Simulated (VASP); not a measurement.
# TiO2 (I4/mmm) in VASP: single point with r2SCAN

Aim: the single point of TiO2 with r2SCAN.

All numbers are computed with VASP 6.6.1; they aren't measurements. Logs are shortened: lines on timing, memory, paths and dates and some standing lists are left out, and cuts for length are marked.

## Step 1: The cell of the first run

Symmetry: I4/mmm, No. 139, tetragonal system. The conventional cell has a = 3.390 Å, b = 3.390 Å, c = 4.532 Å, α = 90.00°, β = 90.00°, γ = 90.00°. Ti (site symmetry 4/mmm) has 8 O at 2.04 Å within 2.7 Å. O (site symmetry -4m2) has 4 Ti at 2.04 Å and 6 O at 2.27 to 2.40 Å within 2.7 Å.

## Step 2: Single point, r2SCAN (uniaxial z strain -5.5%)

Input file POSCAR:

```
TiO2
1.0
    0.0000000000      2.3968272579      2.2659604896
    2.3968272579      0.0000000000      2.2659604896
    2.3968272579      2.3968272579      0.0000000000
Ti O
1 2
Direct
    0.0000000000      0.0000000000      0.0000000000
    0.2500000000      0.2500000000      0.2500000000
    0.7500000000      0.7500000000      0.7500000000
```

Input file INCAR.step1:

```
SYSTEM = TiO2
  PREC = Accurate
  ENCUT = 1480
  ISMEAR = 0
  SIGMA = 0.01
  LREAL = .False.
  LASPH = .True.
  NELM = 120
  NBANDS = 19
  GGA = PE
  ALGO = Normal
  EDIFF = 1E-5
  LWAVE = .True.
  LCHARG = .False.
  GGA_COMPAT = .False.
```

Input file INCAR.step2:

```
SYSTEM = TiO2
  PREC = Accurate
  ENCUT = 1480
  EDIFF = 1E-6
  ISMEAR = 0
  SIGMA = 0.01
  LREAL = .False.
  LASPH = .True.
  NELM = 120
  ALGO = Normal
  ISIF = 2
  LWAVE = .False.
  LCHARG = .True.
  METAGGA = R2SCAN
  LMIXTAU = .True.
  LELF = .True.
  LVHAR = .True.
  NBANDS = 19
  ISTART = 1
  GGA_COMPAT = .False.
```

Input file KPOINTS:

```
regular mesh
0
Gamma
  10 10 10
  0 0 0
```

Potentials or basis: VASP PAW PBE potentials, release 64 (Ti_sv, O_h).

Started as:

```bash
> cat potpaw_PBE.64/Ti_sv/POTCAR potpaw_PBE.64/O_h/POTCAR > POTCAR
> cp INCAR.step1 INCAR
> mpirun -np 1 vasp_std > vasp.out
> cp INCAR.step2 INCAR
> mpirun -np 1 vasp_std > vasp.out
```

OUTCAR:

```text
SYSTEM = TiO2
   PREC = Accurate
   ENCUT = 1480
   EDIFF = 1E-6
   ISMEAR = 0
   LREAL = .False.
   LASPH = .True.
   NELM = 120
   ISIF = 2
   METAGGA = R2SCAN
   ISTART = 1

 ion  position               nearest neighbor table
   1  0.000  0.000  0.000-   3 2.04   3 2.04   3 2.04   2 2.04   3 2.04   2 2.04   2 2.04   2 2.04

   2  0.250  0.250  0.250-   1 2.04   1 2.04   1 2.04   1 2.04
   3  0.750  0.750  0.750-   1 2.04   1 2.04   1 2.04   1 2.04

  LATTYP: Found a body centered tetragonal cell.
 ALAT       =     3.3896256148
 C/A-ratio  =     1.3369975019

  Lattice vectors:

 A1 = (   0.0000000000,  -2.3968272579,  -2.2659604896)
 A2 = (   0.0000000000,   2.3968272579,  -2.2659604896)
 A3 = (   2.3968272579,   0.0000000000,   2.2659604896)

Analysis of symmetry for initial positions (statically):
=====================================================================
 Subroutine PRICEL returns:
 Original cell was already a primitive cell.

 Routine SETGRP: Setting up the symmetry group for a
 body centered tetragonal supercell.

 Subroutine GETGRP returns: Found 16 space group operations
 (whereof 16 operations were pure point group operations)
 out of a pool of 16 trial point group operations.

The static configuration has the point symmetry D_4h.

Analysis of symmetry for dynamics (positions and initial velocities):
=====================================================================
 Subroutine PRICEL returns:
 Original cell was already a primitive cell.

 Routine SETGRP: Setting up the symmetry group for a
 body centered tetragonal supercell.

 Subroutine GETGRP returns: Found 16 space group operations
 (whereof 16 operations were pure point group operations)
 out of a pool of 16 trial point group operations.

The dynamic configuration has the point symmetry D_4h.

 Subroutine INISYM returns: Found 16 space group operations
 (whereof 16 operations are pure point group operations),
 and found     1 'primitive' translations

----------------------------------------------------------------------------------------

                                     Primitive cell

  volume of cell :      26.0349

  direct lattice vectors                    reciprocal lattice vectors
     0.000000000  2.396827258  2.265960490    -0.208609110  0.208609110  0.220656981
     2.396827258  0.000000000  2.265960490     0.208609110 -0.208609110  0.220656981
     2.396827258  2.396827258  0.000000000     0.208609110  0.208609110 -0.220656981

  length of vectors
     3.298387158  3.298387158  3.389625615     0.368408773  0.368408773  0.368408773

  position of ions in fractional coordinates (direct lattice)
     0.000000000  0.000000000  0.000000000
     0.250000000  0.250000000  0.250000000
     0.750000000  0.750000000  0.750000000

  ion indices of the primitive-cell ions
   primitive index   ion index
                 1           1
                 2           2
                 3           3

----------------------------------------------------------------------------------------

 KPOINTS: regular mesh

Automatic generation of k-mesh.
 Grid dimensions read from file:
 generate k-points for:   10   10   10

 Generating k-lattice:

  Cartesian coordinates                     Fractional coordinates (reciprocal lattice)
    -0.020860911  0.020860911  0.022065698     0.100000000  0.000000000  0.000000000
     0.020860911 -0.020860911  0.022065698     0.000000000  0.100000000  0.000000000
     0.020860911  0.020860911 -0.022065698     0.000000000  0.000000000  0.100000000

  Length of vectors
     0.036840877  0.036840877  0.036840877

  Shift w.r.t. Gamma in fractional coordinates (k-lattice)
     0.000000000  0.000000000  0.000000000

 Subroutine IBZKPT returns following result:
 ===========================================

 Found    102 irreducible k-points:

 Following reciprocal coordinates:
            Coordinates               Weight
  0.000000  0.000000  0.000000      1.000000
  0.100000  0.000000  0.000000      8.000000
  0.200000  0.000000  0.000000      8.000000
  0.300000  0.000000  0.000000      8.000000
  0.400000  0.000000  0.000000      8.000000
  0.500000 -0.000000  0.000000      4.000000
[... 16 lines left out ...]
  0.300000  0.300000  0.000000      2.000000
  0.400000  0.300000  0.000000      8.000000
 [... further k-points ...]
   k-points           NKPTS =    102   k-points in BZ     NKDIM =    102   number of bands    NBANDS=     19
   number of dos      NEDOS =    301   number of ions     NIONS =      3
   total plane-waves  NPLWV =  84672
   dimension x,y,z NGX =    42 NGY =   42 NGZ =   48
   dimension x,y,z NGXF=    84 NGYF=   84 NGZF=   96
   ions per type =               1   2
   NGX,Y,Z   is equivalent  to a cutoff of  21.17, 21.17, 23.54 a.u.
   NGXF,Y,Z  is equivalent  to a cutoff of  42.34, 42.34, 47.08 a.u.
 SYSTEM =  TiO2
   PREC   = accura    normal or accurate (medium, high low for compatibility)
   ISTART =      1    job   : 0-new  1-cont  2-samecut
   ICHARG =      0    charge: 1-file 2-atom 10-const
   ISPIN  =      1    spin polarized calculation?
   LNONCOLLINEAR =      F non collinear calculations
   LSORBIT =      F    spin-orbit coupling
   LASPH  =      T    aspherical Exc in radial PAW
   ENCUT  = 1480.0 eV 108.78 Ry   10.43 a.u.  10.35 10.35 10.63*2*pi/ulx,y,z
   NELM   =    120;   NELMIN=  2; NELMDL=  0     # of ELM steps
   EDIFF  = 0.1E-05   stopping-criterion for ELM
   LREAL  =      F    real-space projection
   EDIFFG = 0.1E-04   stopping-criterion for IOM
   NSW    =      0    number of steps for IOM
   IBRION =     -1    ionic relax: 0-MD 1-quasi-New 2-CG
   NFREE  =      0    steps in history (QN), initial steepest desc. (CG)
   ISIF   =      2    stress and relaxation
   ISYM   =      2    0-nonsym 1-usesym 2-fastsym
   POTIM  = 0.5000    time-step for ionic-motion
   TEBEG  =    0.0;   TEEND  =   0.0 temperature during run
   PSTRESS=    0.0 pullay stress
   NELECT =      24.0000    total number of electrons
   NUPDOWN=      -1.0000    fix difference up-down
   EMIN   =  10.00;   EMAX   =-10.00  energy-range for DOS
   EFERMI =   0.00;   METHOD = LEGACY
   ISMEAR =     0;   SIGMA  =   0.01  broadening in eV -4-tet -1-fermi 0-gaus
   EFERMI_NEDOS =   21; number of points for ismear=-14 and -15
   IALGO  =     38    algorithm
   IMIX   =      4    mixing-type and parameters
     AMIX     =   0.40;   BMIX     =  1.00
     AMIX_MAG =   1.60;   BMIX_MAG =  1.00
  volume/ion in A,a.u.               =       8.68        58.56
  Fermi-wavevector in a.u.,A,eV,Ry     =   1.593284  3.010871 34.539141  2.538555
  Thomas-Fermi vector in A             =   2.691538
   LORBIT       =      0    0 simple, 1 ext, 2 COOP (PROOUT), +10 PAW based schemes
   METAGGA = R2SCAN    functional components
   LHFCALC =     F    Hartree Fock is set to
   AEXX    =    0.0000 exact exchange contribution
   IVDW    =     0    specifies the selected vdW correction
   LEPSILON=     F    determine dielectric tensor
   LRPA    =     F    only Hartree local field effects (RPA)
 non-spin polarized calculation
 Gauss-broadening in eV      SIGMA  =   0.01
  energy-cutoff  :     1480.00
  volume of cell :       26.03
 maximum number of plane-waves:      3395
 NGX is ok and might be reduce to    42
   NGX = 21   NGY = 21   NGZ = 21

 number of electron      24.0000001 magnetization

 Free energy of the ion-electron system (eV)
  ---------------------------------------------------
  ext. energy  EPLUGINS =         0.00000000
  ---------------------------------------------------
  free energy    TOTEN  =       -33.92952993 eV

  energy without entropy =      -33.92952993  energy(sigma->0) =      -33.92952993

 E-fermi :   9.1498     XC(G=0): -13.4096

 val. band max:        8.9754395044   @ k =   0.5000   0.5000   0.0000
 cond. band min:       9.9115592884   @ k =   0.0000   0.0000   0.0000
 fundamental gap:      0.9361197840
 Fermi energy:         9.1497586542

 k-point     1 :       0.0000    0.0000    0.0000
  band No.  band energies     occupation
      1     -51.4003      2.00000
      2     -26.4427      2.00000
      3     -26.4380      2.00000
      4     -26.4380      2.00000
      5     -12.7280      2.00000
      6      -8.5185      2.00000
[... 11 lines left out ...]
     18      17.1919      0.00000
     19      23.7858      0.00000

 k-point     2 :       0.1000    0.0000    0.0000
  band No.  band energies     occupation
      1     -51.3972      2.00000
      2     -26.4737      2.00000
      3     -26.4439      2.00000
      4     -26.4425      2.00000
      5     -12.5926      2.00000
      6      -8.6846      2.00000
[... 11 lines left out ...]
     18      17.5351      0.00000
     19      23.8514      0.00000

 k-point     3 :       0.2000    0.0000    0.0000
  band No.  band energies     occupation
      1     -51.3892      2.00000
      2     -26.5608      2.00000
      3     -26.4544      2.00000
      4     -26.4519      2.00000
      5     -12.2248      2.00000
      6      -9.0931      2.00000
[... 11 lines left out ...]
     18      18.4116      0.00000
     19      23.8583      0.00000

 k-point     4 :       0.3000    0.0000    0.0000
  band No.  band energies     occupation
      1     -51.3793      2.00000
      2     -26.6657      2.00000
      3     -26.4690      2.00000
      4     -26.4617      2.00000
      5     -11.7310      2.00000
      6      -9.5692      2.00000
[... 407 lines left out ...]
     18      19.7429      0.00000
     19      24.5302      0.00000

 k-point    23 :       0.3000    0.3000    0.0000
  band No.  band energies     occupation
      1     -51.3700      2.00000
      2     -26.6775      2.00000
      3     -26.5104      2.00000
      4     -26.5104      2.00000
      5     -11.2207      2.00000
      6     -10.0148      2.00000
[... 11 lines left out ...]
     18      18.9356      0.00000
     19      23.9525      0.00000

 k-point    24 :       0.4000    0.3000    0.0000
  band No.  band energies     occupation
      1     -51.3633      2.00000
      2     -26.7230      2.00000
      3     -26.5336      2.00000
      4     -26.5235      2.00000
      5     -10.8174      2.00000
      6     -10.2811      2.00000
[... 11 lines left out ...]
     18      19.6158      0.00000
     19      24.2165      0.00000

 [... further k-points ...]

------------------------ aborting loop because EDIFF is reached ----------------------------------------

  FORCE on cell =-STRESS in cart. coord.  units (eV):
  Direction    XX          YY          ZZ          XY          YZ          ZX
  --------------------------------------------------------------------------------------
  -------------------------------------------------------------------------------------
  Total        1.2461729      1.2461729      7.0335220      0.0000000     -0.0000000      0.0000000
  in kB       76.6890009     76.6890009    432.8402443      0.0000000     -0.0000000      0.0000000
  external PRESSURE =     195.4060820 kB  Pullay stress =       0.0000000 kB

 VOLUME and BASIS-vectors are now :
 -----------------------------------------------------------------------------
  energy-cutoff  :     1480.00
  volume of cell :       26.03
      direct lattice vectors                 reciprocal lattice vectors
     0.000000000  2.396827258  2.265960490    -0.208609110  0.208609110  0.220656981
     2.396827258  0.000000000  2.265960490     0.208609110 -0.208609110  0.220656981
     2.396827258  2.396827258  0.000000000     0.208609110  0.208609110 -0.220656981

 POSITION                                       TOTAL-FORCE (eV/Angst)
 -----------------------------------------------------------------------------------
      0.00000      0.00000      0.00000        -0.000000      0.000000      0.000000
      1.19841      1.19841      1.13298        -0.000000     -0.000000     -0.000000
      3.59524      3.59524      3.39894         0.000000      0.000000      0.000000
 -----------------------------------------------------------------------------------
    total drift:                               -0.000000     -0.000000      0.000000

  FREE ENERGIE OF THE ION-ELECTRON SYSTEM (eV)
  ---------------------------------------------------
  free  energy   TOTEN  =       -33.9295299281 eV

  energy  without entropy=      -33.9295299281  energy(sigma->0) =      -33.92952993
```

It took 15 min on 1 thread of Intel Xeon Platinum 8488C (Sapphire Rapids), shared host; peak memory 0.47 GiB.

What came out:

```
Free energy            : -33.9295 eV
Pressure               : 19.5 GPa
Band gap on the k mesh : 0.94 eV (least direct gap 1.74 eV)
```

Levels at points of the mesh, in eV from the valence-band top:
```csv
k point,band 8,band 9,band 10,band 11,band 12,band 13,band 14,band 15,band 16,band 17
"(0.00, 0.00, 0.00)",-7.02,-7.02,-1.79,-1.79,-0.80,0.94,1.23,5.47,5.71,5.71
"(0.50, 0.00, 0.00)",-5.76,-4.19,-3.96,-3.32,-3.18,1.40,1.52,2.94,5.19,5.22
"(0.50, 0.50, 0.00)",-5.60,-5.60,-2.94,-2.94,0.00,1.90,1.95,3.25,4.40,4.40
"(0.50, 0.00, 0.50)",-5.74,-5.25,-3.25,-2.14,-0.72,1.58,2.11,2.89,4.11,4.39
```

Caveat: the cell differs from its parent crystal (uniaxial z strain -5.5%); the stress differs along the axes, from 8 to 43 GPa; the structure was generated, so it needn't be the stable form of TiO2; the PAW data sets were made with another functional, which shifts forces and pressure a little.
